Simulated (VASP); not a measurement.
# KTaO3 (Pm-3m) in VASP: further runs, part 2 of 2

VASP 6.6.1. Earlier steps stand in the parts before.

**3. Single point, r2SCAN**

Input file POSCAR:

```
KTaO3
1.0
    3.9854390000      0.0000000000      0.0000000000
    0.0000000000      3.9854390000      0.0000000000
    0.0000000000      0.0000000000      3.9854390000
K Ta O
1 1 3
Direct
    0.0000000000      0.0000000000      0.0000000000
    0.5000000000      0.5000000000      0.5000000000
    0.5000000000      0.5000000000      0.0000000000
    0.0000000000      0.5000000000      0.5000000000
    0.5000000000      0.0000000000      0.5000000000
```

Input file INCAR.step1:

```
  PREC = Accurate
  ENCUT = 520
  ISMEAR = -1
  SIGMA = 0.05
  LREAL = F
  LASPH = T
  NELM = 100
  NBANDS = 27
  GGA = PE
  ALGO = Normal
  EDIFF = 1E-4
  LWAVE = T
  LCHARG = F
```

Input file INCAR.step2:

```
  PREC = Accurate
  ENCUT = 520
  EDIFF = 1E-7
  ISMEAR = -1
  SIGMA = 0.05
  LREAL = F
  LASPH = T
  NELM = 100
  ALGO = Normal
  ISIF = 2
  LWAVE = F
  LCHARG = F
  METAGGA = R2SCAN
  LMIXTAU = T
  NBANDS = 27
  ISTART = 1
```

Input file KPOINTS:

```
Automatic mesh
0
Gamma
  6 6 6
```

Potentials or basis: VASP PAW PBE potentials, release 64 (K_sv, Ta_pv, O).

Command:

```
> cat potpaw_PBE.64/K_sv/POTCAR potpaw_PBE.64/Ta_pv/POTCAR potpaw_PBE.64/O/POTCAR > POTCAR
> cp INCAR.step1 INCAR
> mpirun -np 1 vasp_std > vasp.out
> cp INCAR.step2 INCAR
> mpirun -np 1 vasp_std > vasp.out
```

OUTCAR:

```text
PREC = Accurate
   ENCUT = 520
   EDIFF = 1E-7
   ISMEAR = -1
   LREAL = F
   LASPH = T
   NELM = 100
   ISIF = 2
   METAGGA = R2SCAN
   ISTART = 1

 ion  position               nearest neighbor table
   1  0.000  0.000  0.000-   3 2.82   4 2.82   5 2.82   4 2.82   5 2.82   3 2.82   4 2.82   4 2.82
                             3 2.82   5 2.82   5 2.82   3 2.82   2 3.45   2 3.45   2 3.45   2 3.45
   2  0.500  0.500  0.500-   3 1.99   4 1.99   5 1.99   3 1.99   5 1.99   4 1.99   1 3.45   1 3.45
                             1 3.45   1 3.45   1 3.45   1 3.45   1 3.45   1 3.45
   3  0.500  0.500  0.000-   2 1.99   2 1.99   1 2.82   1 2.82   1 2.82   1 2.82
   4  0.000  0.500  0.500-   2 1.99   2 1.99   1 2.82   1 2.82   1 2.82   1 2.82
   5  0.500  0.000  0.500-   2 1.99   2 1.99   1 2.82   1 2.82   1 2.82   1 2.82

  LATTYP: Found a simple cubic cell.
 ALAT       =     3.9854390000

  Lattice vectors:

 A1 = (   3.9854390000,   0.0000000000,   0.0000000000)
 A2 = (   0.0000000000,   3.9854390000,   0.0000000000)
 A3 = (   0.0000000000,   0.0000000000,   3.9854390000)

Analysis of symmetry for initial positions (statically):
=====================================================================
 Subroutine PRICEL returns:
 Original cell was already a primitive cell.

 Routine SETGRP: Setting up the symmetry group for a
 simple cubic supercell.

 Subroutine GETGRP returns: Found 48 space group operations
 (whereof 48 operations were pure point group operations)
 out of a pool of 48 trial point group operations.

The static configuration has the point symmetry O_h .

Analysis of symmetry for dynamics (positions and initial velocities):
=====================================================================
 Subroutine PRICEL returns:
 Original cell was already a primitive cell.

 Routine SETGRP: Setting up the symmetry group for a
 simple cubic supercell.

 Subroutine GETGRP returns: Found 48 space group operations
 (whereof 48 operations were pure point group operations)
 out of a pool of 48 trial point group operations.

The dynamic configuration has the point symmetry O_h .

 Subroutine INISYM returns: Found 48 space group operations
 (whereof 48 operations are pure point group operations),
 and found     1 'primitive' translations

----------------------------------------------------------------------------------------

                                     Primitive cell

  volume of cell :      63.3036

  direct lattice vectors                    reciprocal lattice vectors
     3.985439000  0.000000000  0.000000000     0.250913387  0.000000000  0.000000000
     0.000000000  3.985439000  0.000000000     0.000000000  0.250913387  0.000000000
     0.000000000  0.000000000  3.985439000     0.000000000  0.000000000  0.250913387

  length of vectors
     3.985439000  3.985439000  3.985439000     0.250913387  0.250913387  0.250913387

  position of ions in fractional coordinates (direct lattice)
     0.000000000  0.000000000  0.000000000
     0.500000000  0.500000000  0.500000000
     0.500000000  0.500000000  0.000000000
     0.000000000  0.500000000  0.500000000
     0.500000000  0.000000000  0.500000000

  ion indices of the primitive-cell ions
   primitive index   ion index
                 1           1
                 2           2
                 3           3
                 4           4
[... 30 lines left out ...]
  0.000000  0.000000  0.000000      1.000000
  0.166667  0.000000  0.000000      6.000000
  0.333333  0.000000  0.000000      6.000000
  0.500000  0.000000  0.000000      3.000000
  0.166667  0.166667  0.000000     12.000000
  0.333333  0.166667  0.000000     24.000000
[... 12 lines left out ...]
  0.500000  0.500000  0.333333      6.000000
  0.500000  0.500000  0.500000      1.000000
   k-points           NKPTS =     20   k-points in BZ     NKDIM =     20   number of bands    NBANDS=     27
   number of dos      NEDOS =    301   number of ions     NIONS =      5
   total plane-waves  NPLWV =  27000
   dimension x,y,z NGX =    30 NGY =   30 NGZ =   30
   dimension x,y,z NGXF=    60 NGYF=   60 NGZF=   60
   ions per type =               1   1   3
   NGX,Y,Z   is equivalent  to a cutoff of  12.51, 12.51, 12.51 a.u.
   NGXF,Y,Z  is equivalent  to a cutoff of  25.03, 25.03, 25.03 a.u.
 SYSTEM =  unknown system
   PREC   = accura    normal or accurate (medium, high low for compatibility)
   ISTART =      1    job   : 0-new  1-cont  2-samecut
   ICHARG =      0    charge: 1-file 2-atom 10-const
   ISPIN  =      1    spin polarized calculation?
   LNONCOLLINEAR =      F non collinear calculations
   LSORBIT =      F    spin-orbit coupling
   LASPH  =      T    aspherical Exc in radial PAW
   ENCUT  =  520.0 eV  38.22 Ry    6.18 a.u.   7.41  7.41  7.41*2*pi/ulx,y,z
   NELM   =    100;   NELMIN=  2; NELMDL=  0     # of ELM steps
   EDIFF  = 0.1E-06   stopping-criterion for ELM
   LREAL  =      F    real-space projection
   EDIFFG = 0.1E-05   stopping-criterion for IOM
   NSW    =      0    number of steps for IOM
   IBRION =     -1    ionic relax: 0-MD 1-quasi-New 2-CG
   NFREE  =      0    steps in history (QN), initial steepest desc. (CG)
   ISIF   =      2    stress and relaxation
   ISYM   =      2    0-nonsym 1-usesym 2-fastsym
   POTIM  = 0.5000    time-step for ionic-motion
   TEBEG  =    0.0;   TEEND  =   0.0 temperature during run
   PSTRESS=    0.0 pullay stress
   NELECT =      38.0000    total number of electrons
   NUPDOWN=      -1.0000    fix difference up-down
   EMIN   =  10.00;   EMAX   =-10.00  energy-range for DOS
   EFERMI =   0.00;   METHOD = LEGACY
   ISMEAR =    -1;   SIGMA  =   0.05  broadening in eV -4-tet -1-fermi 0-gaus
   EFERMI_NEDOS =   21; number of points for ismear=-14 and -15
   IALGO  =     38    algorithm
   IMIX   =      4    mixing-type and parameters
     AMIX     =   0.40;   BMIX     =  1.00
     AMIX_MAG =   1.60;   BMIX_MAG =  1.00
  volume/ion in A,a.u.               =      12.66        85.44
  Fermi-wavevector in a.u.,A,eV,Ry     =   1.380998  2.609709 25.948443  1.907157
  Thomas-Fermi vector in A             =   2.505824
   LORBIT       =      0    0 simple, 1 ext, 2 COOP (PROOUT), +10 PAW based schemes
   METAGGA = R2SCAN    functional components
   LHFCALC =     F    Hartree Fock is set to
   AEXX    =    0.0000 exact exchange contribution
   IVDW    =     0    specifies the selected vdW correction
   LEPSILON=     F    determine dielectric tensor
   LRPA    =     F    only Hartree local field effects (RPA)
 non-spin polarized calculation
  energy-cutoff  :      520.00
  volume of cell :       63.30
 maximum number of plane-waves:      1743
 NGX is ok and might be reduce to    30
   NGX = 15   NGY = 15   NGZ = 15

 number of electron      37.9999976 magnetization

 Free energy of the ion-electron system (eV)
  ---------------------------------------------------
  ext. energy  EPLUGINS =         0.00000000
  ---------------------------------------------------
  free energy    TOTEN  =       -87.16036136 eV

  energy without entropy =      -87.16036136  energy(sigma->0) =      -87.16036136

 E-fermi :   2.5772     XC(G=0): -11.5697

 val. band max:        1.4345121355   @ k =   0.5000   0.5000   0.5000
 cond. band min:       4.0380319974   @ k =   0.0000   0.0000   0.0000
 fundamental gap:      2.6035198619
 Fermi energy:         2.5771608740

 k-point     1 :       0.0000    0.0000    0.0000
  band No.  band energies     occupation
      1     -33.8345      2.00000
      2     -33.8345      2.00000
      3     -33.8345      2.00000
      4     -27.0137      2.00000
      5     -17.1254      2.00000
      6     -16.4566      2.00000
[... 589 lines left out ...]
     26      12.5380      0.00000
     27      13.3141      0.00000

------------------------ aborting loop because EDIFF is reached ----------------------------------------

  FORCE on cell =-STRESS in cart. coord.  units (eV):
  Direction    XX          YY          ZZ          XY          YZ          ZX
  --------------------------------------------------------------------------------------
  -------------------------------------------------------------------------------------
  Total        0.6654442      0.6654442      0.6654442      0.0000000     -0.0000000      0.0000000
  in kB       16.8420025     16.8420025     16.8420025      0.0000000     -0.0000000      0.0000000
  external PRESSURE =      16.8420025 kB  Pullay stress =       0.0000000 kB

 VOLUME and BASIS-vectors are now :
 -----------------------------------------------------------------------------
  energy-cutoff  :      520.00
  volume of cell :       63.30
      direct lattice vectors                 reciprocal lattice vectors
     3.985439000  0.000000000  0.000000000     0.250913387  0.000000000  0.000000000
     0.000000000  3.985439000  0.000000000     0.000000000  0.250913387  0.000000000
     0.000000000  0.000000000  3.985439000     0.000000000  0.000000000  0.250913387

 POSITION                                       TOTAL-FORCE (eV/Angst)
 -----------------------------------------------------------------------------------
      0.00000      0.00000      0.00000         0.000000      0.000000      0.000000
      1.99272      1.99272      1.99272         0.000000      0.000000      0.000000
      1.99272      1.99272      0.00000         0.000000      0.000000      0.000000
      0.00000      1.99272      1.99272         0.000000      0.000000      0.000000
      1.99272      0.00000      1.99272         0.000000      0.000000      0.000000
 -----------------------------------------------------------------------------------
    total drift:                                0.000000      0.000000     -0.000000

  FREE ENERGIE OF THE ION-ELECTRON SYSTEM (eV)
  ---------------------------------------------------
  free  energy   TOTEN  =       -87.1603613573 eV

  energy  without entropy=      -87.1603613572  energy(sigma->0) =      -87.16036136
```

Wall time 3 min (1 thread of Intel Xeon 8259CL, shared host); peak memory 0.19 GiB.

Results:

```
Free energy            : -87.1604 eV
Pressure               : 1.7 GPa
Band gap on the k mesh : 2.60 eV (least direct gap 3.26 eV)
```

Levels at points of the mesh, in eV from the valence-band top:
```tsv
k point	band 17	band 18	band 19	band 20	band 21	band 22
(0.00, 0.00, 0.00)	-0.65	-0.65	-0.65	2.60	2.60	2.60
(0.50, 0.00, 0.00)	-1.55	-0.89	-0.89	2.76	5.45	5.45
(0.50, 0.50, 0.00)	-1.47	-1.47	-0.04	5.49	5.49	6.80
(0.50, 0.50, 0.50)	0.00	0.00	0.00	6.94	6.94	6.94
```

Caveat: the PAW data sets were made with another functional, which shifts forces and pressure a little; spin-orbit coupling is left out, which moves the levels of the heavy elements. A k mesh can miss the band edges.
